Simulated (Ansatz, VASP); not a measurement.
## One calculation of SiC, two programs

Contents of POSCAR:

```
SiC
1.0
    0.0000000000      2.1781449855      2.1781449855
    2.1781449855      0.0000000000      2.1781449855
    2.1781449855      2.1781449855      0.0000000000
Si C
1 1
Direct
    0.0000000000      0.0000000000      0.0000000000
    0.6811340609      0.6811340609      0.8188659391
```

The input INCAR.step1:

```
  ALGO = Normal
  EDIFF = 1E-4
  ENCUT = 520
  GGA = PE
  ISMEAR = 0
  LASPH = True
  LCHARG = False
  LREAL = False
  LWAVE = True
  NBANDS = 11
  NELM = 60
  PREC = Accurate
  SIGMA = 0.05
```

Contents of INCAR.step2:

```
  ALGO = Normal
  EDIFF = 1E-6
  ENCUT = 520
  ISIF = 2
  ISMEAR = 0
  ISTART = 1
  LASPH = True
  LCHARG = False
  LMIXTAU = True
  LREAL = False
  LWAVE = False
  METAGGA = R2SCAN
  NBANDS = 11
  NELM = 60
  PREC = Accurate
  SIGMA = 0.05
```

Contents of KPOINTS:

```
k-points
0
Gamma
  10 10 10
```

Input for Ansatz:

```yaml
crystal:
  lattice:
    - [0.0, 2.1781449855, 2.1781449855]
    - [2.1781449855, 0.0, 2.1781449855]
    - [2.1781449855, 2.1781449855, 0.0]
  atoms:
    - { symbol: Si, position: [0.0, 0.0, 0.0] }
    - { symbol: C, position: [0.6811340609, 0.6811340609, 0.8188659391] }
basis:
  ecutwfc: 500
kpoints:
  mp_grid: { grid: [10, 10, 10] }
hamiltonian:
  xc: r2scan
scf:
  occupations: { method: gaussian, width: 0.05 }
output:
  forces: true
  stress: true
  eigenvalues: true
```

Alike in both runs: task single point; functional r2SCAN; k mesh 10 × 10 × 10; occupations gaussian, width 0.05 eV; no spin polarisation.

|  | VASP | Ansatz |
| --- | --- | --- |
| version | VASP 6.6.1 | Ansatz 0.2.0 |
| potentials or method | VASP PAW PBE potentials, release 64 (Si, C), cutoff 520 eV | scalar-relativistic, plane waves, PAW |
| valence electrons in the cell | 8 | 8 |

```tsv
	VASP	Ansatz	Ansatz less VASP
gap on the k mesh at the Fermi level (eV)	0.38	0.38	-0.005
least direct gap on the mesh (eV)	4.37	4.36	-0.014
pressure (GPa)	10.2	10.5	+0.33
traceless stress, the component that is largest in VASP (GPa)	-19.20	-19.41	-0.207
rms of the force components (eV/Å)	3.032	3.039	+0.0069
```

VASP's potentials were made for PBE, not for r2SCAN. Atom by atom the forces differ by 0.007 eV/Å (rms over components).
